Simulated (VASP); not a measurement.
# SiC (P6_3mc) in VASP: a series of runs

SiC is run at these levels: LDA; tasks: single point.

Program: VASP 6.6.1. These are calculated values, not measurements. Logs are shortened: lines on timing, memory, paths and dates and some standing lists are left out, and cuts for length are marked.

## 1. The cell of the first run

Symmetry: P6_3mc, No. 186, hexagonal system. The conventional cell has a = 3.113 Å, b = 3.113 Å, c = 4.836 Å, α = 90.00°, β = 90.00°, γ = 120.00°. Within 2.5 Å of Si (site symmetry 3m) lie 4 C at 1.87 to 1.89 Å. Within 2.5 Å of C (site symmetry 3m) lie 4 Si at 1.87 to 1.89 Å.

## 2. Single point, LDA (c/a of the conventional cell at fixed volume 1.5538)

File INCAR:

```
PREC = Accurate
ENCUT = 520
EDIFF = 1E-6
ISMEAR = 0
SIGMA = 0.05
LREAL = False
LASPH = True
NELM = 60
ALGO = Normal
ISIF = 2
LWAVE = False
LCHARG = False
GGA = CA
NBANDS = 16
```

File KPOINTS:

```
regular mesh
0
Gamma
  12 12 6
```

File POSCAR:

```
SiC
1.0
    3.1125233865      0.0000000000      0.0000000000
   -1.5562616933      2.6955243226      0.0000000000
    0.0000000000      0.0000000000      4.8362388379
Si C
2 2
Direct
    0.3333333333      0.6666666667      0.0046041256
    0.6666666667      0.3333333333      0.5046041256
    0.3333333333      0.6666666667      0.3953475106
    0.6666666667      0.3333333333      0.8953475106
```

Potentials or basis: VASP PAW LDA potentials, release 64 (Si, C).

On the command line:

```
> cat potpaw_LDA.64/Si/POTCAR potpaw_LDA.64/C/POTCAR > POTCAR
> mpirun -np 1 vasp_std > vasp.out
```

OUTCAR:

```text
PREC = Accurate
   ENCUT = 520
   EDIFF = 1E-6
   ISMEAR = 0
   LREAL = False
   LASPH = True
   NELM = 60
   ISIF = 2
   GGA = CA

 ion  position               nearest neighbor table
   1  0.333  0.667  0.005-   4 1.87   4 1.87   4 1.87   3 1.89   2 3.01   2 3.01   2 3.01   2 3.01
                             2 3.01   2 3.01
   2  0.667  0.333  0.505-   3 1.87   3 1.87   3 1.87   4 1.89   1 3.01   1 3.01   1 3.01   1 3.01
                             1 3.01   1 3.01
   3  0.333  0.667  0.395-   2 1.87   2 1.87   2 1.87   1 1.89
   4  0.667  0.333  0.895-   1 1.87   1 1.87   1 1.87   2 1.89

  LATTYP: Found a hexagonal cell.
 ALAT       =     3.1125233865
 C/A-ratio  =     1.5538000000

  Lattice vectors:

 A1 = (   3.1125233865,   0.0000000000,   0.0000000000)
 A2 = (  -1.5562616933,   2.6955243226,   0.0000000000)
 A3 = (   0.0000000000,   0.0000000000,   4.8362388379)

Analysis of symmetry for initial positions (statically):
=====================================================================
 Subroutine PRICEL returns:
 Original cell was already a primitive cell.

 Routine SETGRP: Setting up the symmetry group for a
 hexagonal supercell.

 Subroutine GETGRP returns: Found 12 space group operations
 (whereof  6 operations were pure point group operations)
 out of a pool of 24 trial point group operations.

The static configuration has the point symmetry C_3v.
 The point group associated with its full space group is C_6v.

Analysis of symmetry for dynamics (positions and initial velocities):
=====================================================================
 Subroutine PRICEL returns:
 Original cell was already a primitive cell.

 Routine SETGRP: Setting up the symmetry group for a
 hexagonal supercell.

 Subroutine GETGRP returns: Found 12 space group operations
 (whereof  6 operations were pure point group operations)
 out of a pool of 24 trial point group operations.

The dynamic configuration has the point symmetry C_3v.
 The point group associated with its full space group is C_6v.

 Subroutine INISYM returns: Found 12 space group operations
 (whereof  6 operations are pure point group operations),
 and found     1 'primitive' translations

----------------------------------------------------------------------------------------

                                     Primitive cell

  volume of cell :      40.5755

  direct lattice vectors                    reciprocal lattice vectors
     3.112523386  0.000000000  0.000000000     0.321282727  0.185492669  0.000000000
    -1.556261693  2.695524323  0.000000000     0.000000000  0.370985337  0.000000000
     0.000000000  0.000000000  4.836238838     0.000000000  0.000000000  0.206772253

  length of vectors
     3.112523386  3.112523387  4.836238838     0.370985337  0.370985337  0.206772253

  position of ions in fractional coordinates (direct lattice)
     0.333333333  0.666666667  0.004604126
     0.666666667  0.333333333  0.504604126
     0.333333333  0.666666667  0.395347511
     0.666666667  0.333333333  0.895347511

  ion indices of the primitive-cell ions
   primitive index   ion index
                 1           1
                 2           2
                 3           3
                 4           4

----------------------------------------------------------------------------------------

 KPOINTS: regular mesh

Automatic generation of k-mesh.
 Grid dimensions read from file:
 generate k-points for:   12   12    6

 Generating k-lattice:

  Cartesian coordinates                     Fractional coordinates (reciprocal lattice)
     0.026773561  0.015457722  0.000000000     0.083333333  0.000000000  0.000000000
     0.000000000  0.030915445  0.000000000     0.000000000  0.083333333  0.000000000
     0.000000000  0.000000000  0.034462042     0.000000000  0.000000000  0.166666667

  Length of vectors
     0.030915445  0.030915445  0.034462042

  Shift w.r.t. Gamma in fractional coordinates (k-lattice)
     0.000000000  0.000000000  0.000000000

 Subroutine IBZKPT returns following result:
 ===========================================

 Found     76 irreducible k-points:

 Following reciprocal coordinates:
            Coordinates               Weight
  0.000000  0.000000  0.000000      1.000000
  0.083333  0.000000  0.000000      6.000000
  0.166667  0.000000  0.000000      6.000000
  0.250000  0.000000  0.000000      6.000000
  0.333333  0.000000  0.000000      6.000000
  0.416667  0.000000  0.000000      6.000000
[... 16 lines left out ...]
  0.250000  0.000000  0.166667     12.000000
  0.333333  0.000000  0.166667     12.000000
 [... further k-points ...]
   k-points           NKPTS =     76   k-points in BZ     NKDIM =     76   number of bands    NBANDS=     16
   number of dos      NEDOS =    301   number of ions     NIONS =      4
   total plane-waves  NPLWV =  20736
   dimension x,y,z NGX =    24 NGY =   24 NGZ =   36
   dimension x,y,z NGXF=    48 NGYF=   48 NGZF=   72
   ions per type =               2   2
   NGX,Y,Z   is equivalent  to a cutoff of  12.82, 12.82, 12.38 a.u.
   NGXF,Y,Z  is equivalent  to a cutoff of  25.64, 25.64, 24.75 a.u.
 SYSTEM =  unknown system
   PREC   = accura    normal or accurate (medium, high low for compatibility)
   ISTART =      0    job   : 0-new  1-cont  2-samecut
   ICHARG =      2    charge: 1-file 2-atom 10-const
   ISPIN  =      1    spin polarized calculation?
   LNONCOLLINEAR =      F non collinear calculations
   LSORBIT =      F    spin-orbit coupling
   LASPH  =      T    aspherical Exc in radial PAW
   ENCUT  =  520.0 eV  38.22 Ry    6.18 a.u.   5.79  5.79  8.99*2*pi/ulx,y,z
   NELM   =     60;   NELMIN=  2; NELMDL= -5     # of ELM steps
   EDIFF  = 0.1E-05   stopping-criterion for ELM
   LREAL  =      F    real-space projection
   EDIFFG = 0.1E-04   stopping-criterion for IOM
   NSW    =      0    number of steps for IOM
   IBRION =     -1    ionic relax: 0-MD 1-quasi-New 2-CG
   NFREE  =      0    steps in history (QN), initial steepest desc. (CG)
   ISIF   =      2    stress and relaxation
   ISYM   =      2    0-nonsym 1-usesym 2-fastsym
   POTIM  = 0.5000    time-step for ionic-motion
   TEBEG  =    0.0;   TEEND  =   0.0 temperature during run
   PSTRESS=    0.0 pullay stress
   NELECT =      16.0000    total number of electrons
   NUPDOWN=      -1.0000    fix difference up-down
   EMIN   =  10.00;   EMAX   =-10.00  energy-range for DOS
   EFERMI =   0.00;   METHOD = LEGACY
   ISMEAR =     0;   SIGMA  =   0.05  broadening in eV -4-tet -1-fermi 0-gaus
   EFERMI_NEDOS =   21; number of points for ismear=-14 and -15
   IALGO  =     38    algorithm
   IMIX   =      4    mixing-type and parameters
     AMIX     =   0.40;   BMIX     =  1.00
     AMIX_MAG =   1.60;   BMIX_MAG =  1.00
  volume/ion in A,a.u.               =      10.14        68.45
  Fermi-wavevector in a.u.,A,eV,Ry     =   1.200495  2.268606 19.608550  1.441188
  Thomas-Fermi vector in A             =   2.336329
   LORBIT       =      0    0 simple, 1 ext, 2 COOP (PROOUT), +10 PAW based schemes
   GGA     = CA    functional components
   LHFCALC =     F    Hartree Fock is set to
   AEXX    =    0.0000 exact exchange contribution
   IVDW    =     0    specifies the selected vdW correction
   LEPSILON=     F    determine dielectric tensor
   LRPA    =     F    only Hartree local field effects (RPA)
 non-spin polarized calculation
 Gauss-broadening in eV      SIGMA  =   0.05
  energy-cutoff  :      520.00
  volume of cell :       40.58
 maximum number of plane-waves:      1110
 NGX is ok and might be reduce to    24
   NGX = 11   NGY = 11   NGZ = 17

 number of electron      15.9999999 magnetization

 Free energy of the ion-electron system (eV)
  ---------------------------------------------------
  ext. energy  EPLUGINS =         0.00000000
  ---------------------------------------------------
  free energy    TOTEN  =       -33.12367835 eV

  energy without entropy =      -33.12367835  energy(sigma->0) =      -33.12367835

 E-fermi :   9.1704     XC(G=0): -11.6306

 val. band max:        8.9406258629   @ k =   0.0000   0.0000   0.0000
 cond. band min:      10.6668147227   @ k =   0.5000   0.0000   0.0000
 fundamental gap:      1.7261888599
 Fermi energy:         9.1703803919

 k-point     1 :       0.0000    0.0000    0.0000
  band No.  band energies     occupation
      1      -7.2004      2.00000
      2      -3.1211      2.00000
      3      -0.0747      2.00000
      4       6.6636      2.00000
      5       6.6636      2.00000
      6       8.2276      2.00000
[... 8 lines left out ...]
     15      17.1711      0.00000
     16      19.6050      0.00000

 k-point     2 :       0.0833    0.0000    0.0000
  band No.  band energies     occupation
      1      -7.0826      2.00000
      2      -3.0234      2.00000
      3       0.0346      2.00000
      4       5.9884      2.00000
      5       6.4572      2.00000
      6       7.8100      2.00000
[... 8 lines left out ...]
     15      17.4799      0.00000
     16      18.8073      0.00000

 k-point     3 :       0.1667    0.0000    0.0000
  band No.  band energies     occupation
      1      -6.7320      2.00000
      2      -2.7405      2.00000
      3       0.3534      2.00000
      4       4.5322      2.00000
      5       5.9897      2.00000
      6       6.7776      2.00000
[... 8 lines left out ...]
     15      18.0715      0.00000
     16      18.1095      0.00000

 k-point     4 :       0.2500    0.0000    0.0000
  band No.  band energies     occupation
      1      -6.1589      2.00000
      2      -2.3155      2.00000
      3       0.8322      2.00000
      4       2.9646      2.00000
      5       5.4825      2.00000
      6       5.4835      2.00000
[... 8 lines left out ...]
     15      18.3645      0.00000
     16      18.7476      0.00000
[... 324 lines left out ...]
 k-point    22 :       0.1667    0.0000    0.1667
  band No.  band energies     occupation
      1      -6.5834      2.00000
      2      -3.3809      2.00000
      3       1.1890      2.00000
      4       4.6814      2.00000
      5       6.0934      2.00000
      6       6.4183      2.00000
[... 8 lines left out ...]
     15      17.9367      0.00000
     16      18.9318      0.00000

 k-point    23 :       0.2500    0.0000    0.1667
  band No.  band energies     occupation
      1      -6.0124      2.00000
      2      -2.9036      2.00000
      3       1.4725      2.00000
      4       3.2578      2.00000
      5       5.0542      2.00000
      6       5.5933      2.00000
[... 8 lines left out ...]
     15      18.8321      0.00000
     16      19.2740      0.00000

 k-point    24 :       0.3333    0.0000    0.1667
  band No.  band energies     occupation
      1      -5.2466      2.00000
      2      -2.3561      2.00000
      3       0.9880      2.00000
      4       2.8918      2.00000
      5       3.6751      2.00000
      6       5.1787      2.00000
[... 8 lines left out ...]
     15      20.1210      0.00000
     16      20.1293      0.00000

 [... further k-points ...]
[... 5 lines left out ...]
  --------------------------------------------------------------------------------------
  -------------------------------------------------------------------------------------
  Total       -1.7987057     -1.7987057      3.5273084      0.0000000      0.0000000      0.0000000
  in kB      -71.0243186    -71.0243186    139.2805267      0.0000000      0.0000000      0.0000000
  external PRESSURE =      -0.9227035 kB  Pullay stress =       0.0000000 kB

 VOLUME and BASIS-vectors are now :
 -----------------------------------------------------------------------------
  energy-cutoff  :      520.00
  volume of cell :       40.58
      direct lattice vectors                 reciprocal lattice vectors
     3.112523386  0.000000000  0.000000000     0.321282727  0.185492669  0.000000000
    -1.556261693  2.695524323  0.000000000     0.000000000  0.370985337  0.000000000
     0.000000000  0.000000000  4.836238838     0.000000000  0.000000000  0.206772253

 POSITION                                       TOTAL-FORCE (eV/Angst)
 -----------------------------------------------------------------------------------
     -0.00000      1.79702      0.02227         0.000000     -0.000000      0.669105
      1.55626      0.89851      2.44039        -0.000000      0.000000      0.669105
     -0.00000      1.79702      1.91199         0.000000     -0.000000     -0.669105
      1.55626      0.89851      4.33011        -0.000000      0.000000     -0.669105
 -----------------------------------------------------------------------------------
    total drift:                               -0.000000      0.000000     -0.000266

  FREE ENERGIE OF THE ION-ELECTRON SYSTEM (eV)
  ---------------------------------------------------
  free  energy   TOTEN  =       -33.1236783525 eV

  energy  without entropy=      -33.1236783525  energy(sigma->0) =      -33.12367835
```

Run time: 22 s. Hardware: 1 thread of Intel Xeon Platinum 8259CL at 2.50GHz (Skylake/Cascade Lake), shared host; peak memory 0.16 GiB.

Results:

| Quantity | Value |
| --- | --- |
| Free energy | -33.1237 eV |
| Pressure | -0.1 GPa |
| Largest force | 0.669 eV/Å |
| Band gap on the k mesh | 1.73 eV, indirect (least direct gap 3.51 eV) |

Forces in eV/Å, atoms in the order of the input:
```
Si   0.000  0.000  0.669
Si   0.000  0.000  0.669
C    0.000  0.000 -0.669
C    0.000  0.000 -0.669
```

## 3. Single point, LDA (c/a of the conventional cell at fixed volume 1.5100)

File INCAR:

```
SYSTEM = SiC
ALGO     = Normal         ! electronic algorithm
EDIFF    = 1E-6           ! SCF threshold, eV
ENCUT    = 520            ! plane-wave cutoff, eV
GGA      = CA             ! functional
ISIF     = 2              ! what is computed and relaxed
ISMEAR   = 0              ! smearing method
LASPH    = .TRUE.         ! aspherical terms in the spheres
LCHARG   = .FALSE.        ! write CHGCAR
LREAL    = .FALSE.        ! projectors in reciprocal space
LWAVE    = .FALSE.        ! write WAVECAR
NBANDS   = 16             ! bands
NELM     = 80             ! most SCF steps
PREC     = Accurate       ! precision mode
SIGMA    = 0.05           ! smearing width, eV
```

File KPOINTS:

```
k-points
0
G
  12 12 6
  0 0 0
```

File POSCAR:

```
SiC
1.0
    3.1423316029      0.0000000000      0.0000000000
   -1.5711658015      2.7213389952      0.0000000000
    0.0000000000      0.0000000000      4.7449207204
Si C
2 2
Direct
    0.3333333333      0.6666666667      0.0046041256
    0.6666666667      0.3333333333      0.5046041256
    0.3333333333      0.6666666667      0.3504926021
    0.6666666667      0.3333333333      0.8504926021
```

Potentials or basis: VASP PAW LDA potentials, release 64 (Si, C).

On the command line:

```
> cat potpaw_LDA.64/Si/POTCAR potpaw_LDA.64/C/POTCAR > POTCAR
> mpirun -np 1 vasp_std > vasp.out
```

Wall time 23 s (1 thread of Intel Xeon Platinum 8259CL at 2.50GHz (Skylake/Cascade Lake), shared host); peak memory 0.16 GiB.

Results (log left out):

```
Free energy            : -31.9224 eV
Pressure               : 12.5 GPa
Largest force          : 6.267 eV/Å
Band gap on the k mesh : 1.66 eV, indirect (least direct gap 2.92 eV)
```

Forces on the atoms (eV/Å):
```
Si   0.000  0.000 -6.267
Si   0.000  0.000 -6.267
C    0.000  0.000  6.267
C    0.000  0.000  6.267
```

Stress tensor (GPa, compression positive):
```
-19.16   0.00   0.00
  0.00 -19.16   0.00
  0.00   0.00  75.73
```

Levels at points of the mesh, in eV from the valence-band top:
| k point | band 6 | band 7 | band 8 | band 9 | band 10 | band 11 |
| --- | --- | --- | --- | --- | --- | --- |
| (0.00, 0.00, 0.00) | -0.88 | 0.00 | 0.00 | 3.62 | 5.98 | 5.98 |
| (0.50, 0.00, 0.00) | -3.99 | -3.81 | -0.83 | 2.09 | 4.02 | 6.01 |
| (0.00, 0.00, 0.50) | -1.02 | -1.02 | -1.02 | 5.13 | 5.13 | 6.74 |
| (0.50, 0.00, 0.50) | -2.67 | -2.46 | -2.46 | 3.12 | 3.12 | 5.94 |

Caveat: forces of over 1 eV/Å act on the atoms, so gaps and moduli don't describe the material at rest. A k mesh can miss the band edges.

(Part 1 of 2 ends here.)
